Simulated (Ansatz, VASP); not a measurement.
Two plane-wave programs on Ti3As4

```xyz
7
Lattice="4.0452 0.0000 0.0000 0.0000 4.0452 0.0000 0.0000 0.0000 9.5509" Properties=species:S:1:pos:R:3 pbc="T T T"
Ti    0.0000    0.0000    7.9363
Ti    2.0226    2.0226    4.7755
Ti    0.0000    0.0000    1.6146
As    2.0226    0.0000    6.2193
As    0.0000    2.0226    3.3316
As    2.0226    0.0000    0.0781
As    0.0000    2.0226    9.4728
```

Change from the starting cell: ordered vacancies on the cation sites of zinc blende (P-4m2, No. 115).

Alike in both runs: task single point; functional PBE; k mesh 4 × 4 × 2; occupations gaussian, width 0.1 eV; collinear spin.

```csv
,VASP,Ansatz
version,VASP 6.6.1,Ansatz 0.2.0
potentials or method,"VASP PAW PBE potentials, release 64 (Ti_sv, As), cutoff 520 eV","scalar-relativistic, plane waves, PAW"
valence electrons in the cell,56,96
```

Ansatz gave:

```
gap on the k mesh at the Fermi level (eV)                     : none
pressure (GPa)                                                : 0.0
traceless stress, the component that is largest in VASP (GPa) : -0.05
rms of the force components (eV/Å)                            : 0.006
net moment per atom (μB)                                      : 0.00
```

Task: Which values does VASP return?

Result: gap on the k mesh at the Fermi level (eV): none; pressure (GPa): 0.1; traceless stress, the component that is largest in VASP (GPa): -0.04; rms of the force components (eV/Å): 0.011; net moment per atom (μB): 0.00.

Atom by atom the forces differ by 0.007 eV/Å (rms over components). A gap of «none» marks a metal or a gap that the smearing closes. The functional is the same, so the differences come from potentials, cutoffs and numerics. VASP's potentials hold 56 valence electrons a cell and Ansatz's 96, so a difference there can come from the potentials and not from the codes. Ansatz's warnings: seeded moment not kept.

The k mesh is coarse, so the values compare programs but aren't converged.
